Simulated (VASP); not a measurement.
Set up this calculation in VASP 6.6.1, as the native input.

| Item | Value |
| --- | --- |
| Task | single point |
| Functional | HSE06 |
| Potentials or basis | VASP PAW PBE potentials, release 64 (Ba_sv, Te) |
| Cutoff | 520 eV |
| k mesh | 4 × 4 × 4 |
| Occupations | gaussian, width 0.01 eV |
| Spin | no spin polarisation |
| Dipole correction | no |
| Grid for exact exchange (PRECFOCK) | Normal |
| Further INCAR settings | ALGO = Normal; EDIFF = 1e-06; NBANDS = 15 |
| Share of exact exchange | 0.25 |
| Screening parameter | 0.2079 1/Å |

The system is BaTe.

```
CELL_PARAMETERS angstrom
4.24482 0.02504 0.00000
0.02504 4.24482 0.00000
0.00000 0.00000 4.24482
ATOMIC_POSITIONS crystal
Ba 0.00000 0.00000 0.00000
Te 0.50000 0.50000 0.50000
```

This cell differs from its parent crystal: shear xy strain +1.2%.

The input as run:

POSCAR

```
BaTe
1.0
    4.2448181569      0.0250444271      0.0000000000
    0.0250444271      4.2448181569      0.0000000000
    0.0000000000      0.0000000000      4.2448181569
Ba Te
1 1
Direct
    0.0000000000      0.0000000000      0.0000000000
    0.5000000000      0.5000000000      0.5000000000
```

INCAR.step1

```
ALGO = Normal
EDIFF = 1E-5
ENCUT = 520
GGA = PE
ISIF = 2
ISMEAR = 0
LASPH = True
LCHARG = False
LREAL = False
LWAVE = True
NBANDS = 15
NELM = 100
PREC = Accurate
SIGMA = 0.01
```

INCAR.step2

```
ALGO = Normal
EDIFF = 1E-6
ENCUT = 520
GGA = PE
HFSCREEN = 0.2079
ISIF = 2
ISMEAR = 0
ISTART = 1
LASPH = True
LCHARG = False
LHFCALC = True
LREAL = False
LWAVE = False
NBANDS = 15
NELM = 100
PREC = Accurate
PRECFOCK = Normal
SIGMA = 0.01
```

KPOINTS

```
k-points
0
Gamma
  4 4 4
```

Potentials or basis: VASP PAW PBE potentials, release 64 (Ba_sv, Te).

Launch:

```bash
$ cat potpaw_PBE.64/Ba_sv/POTCAR potpaw_PBE.64/Te/POTCAR > POTCAR
$ cp INCAR.step1 INCAR
$ mpirun -np 1 vasp_std > vasp.out
$ cp INCAR.step2 INCAR
$ mpirun -np 1 vasp_std > vasp.out
```

It gave:

The pressure is 0.0 GPa. The band gap on the k mesh is 1.44 eV (least direct gap 1.65 eV).

Caveat: the cell differs from its parent crystal (shear xy strain +1.2%); the structure was generated, so it needn't be the stable form of BaTe; the PAW data sets were made with another functional, which shifts forces and pressure a little; spin-orbit coupling is left out, which moves the levels of the heavy elements.

Run time: 14 min on 1 thread of Intel(R) Xeon(R) Platinum 8375C CPU @ 2.90GHz (Ice Lake), on a shared host, peak memory 0.31 GiB.
